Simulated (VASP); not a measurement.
**Hf: single point with PBE**

Hf:

```
Hf
1.0
    -1.69349    1.69349    1.69349
     1.69349   -1.69349    1.69349
     1.69349    1.69349   -1.69349
Hf
1
Cartesian
  0.0000 0.0000 0.0000
```

```yaml
Program: VASP 6.6.1
Task: single point
Functional: PBE
Potentials_or_basis: VASP PAW PBE potentials, release 64 (Hf_pv)
Cutoff: 500 eV
k_mesh: 8 × 8 × 8
Occupations: gaussian, width 0.1 eV
Spin: no spin polarisation
```

| Property | Result |
| --- | --- |
| Pressure | 17.7 GPa |
| Band gap on the k mesh | zero (band 5 reaches 7.19 eV, above the bottom of band 6 at 4.68 eV) |

Levels at points of the mesh, in eV from the Fermi level:
```tsv
k point	band 2	band 3	band 4	band 5	band 6	band 7	band 8	band 9
(0.00, 0.00, 0.00)	-29.29	-29.29	-7.47	1.62	1.62	1.62	4.83	4.83
(0.50, 0.00, 0.00)	-29.70	-29.30	-3.84	-0.77	1.71	4.76	5.91	8.94
(0.50, 0.50, 0.50)	-30.18	-30.18	-3.24	-3.24	7.90	7.90	7.90	8.47
```

It took 3.7 s on 1 thread of Intel Xeon 6975P-C, on a shared host, peak memory 0.14 GiB.

Caveat: spin-orbit coupling is left out, which moves the levels of the heavy elements.
